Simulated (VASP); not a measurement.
CoSi2, 3 atoms in the cell. Symmetry: Fm-3m, No. 225, cubic system. The conventional cell has a = 5.365 Å, b = 5.365 Å, c = 5.365 Å, α = 90.00°, β = 90.00°, γ = 90.00°. Within 3.1 Å of Co (site symmetry m-3m) lie 8 Si at 2.32 Å. Within 3.1 Å of Si (site symmetry -43m) lie 4 Co at 2.32 Å and 6 Si at 2.68 Å. 

```yaml
Program: VASP 6.6.1
Task: single point
Functional: PBE
Potentials_or_basis: VASP PAW PBE potentials, release 64 (Co, Si)
Cutoff: 600 eV
k_mesh: 4 × 4 × 4
Occupations: fermi-dirac, width 0.025852 eV
Spin: no spin polarisation
Dipole_correction: no
Charge: -1
Further_INCAR_settings: ALGO = Normal; EDIFF = 1e-06; NBANDS = 16; NELECT = 18.0
```

Potentials or basis: VASP PAW PBE potentials, release 64 (Co, Si).

Launch:

```bash
$ cat potpaw_PBE.64/Co/POTCAR potpaw_PBE.64/Si/POTCAR > POTCAR
$ mpirun -np 1 vasp_std > vasp.out
```

Hardware: 1 thread of Intel(R) Xeon(R) 6975P-C (Granite Rapids), on a shared host.

How long does it take, and how much memory?

Wall time 10 s on 1 thread of Intel(R) Xeon(R) 6975P-C (Granite Rapids) (shared host), peak memory 0.16 GiB. Counts: scf iterations 13, k points 8.
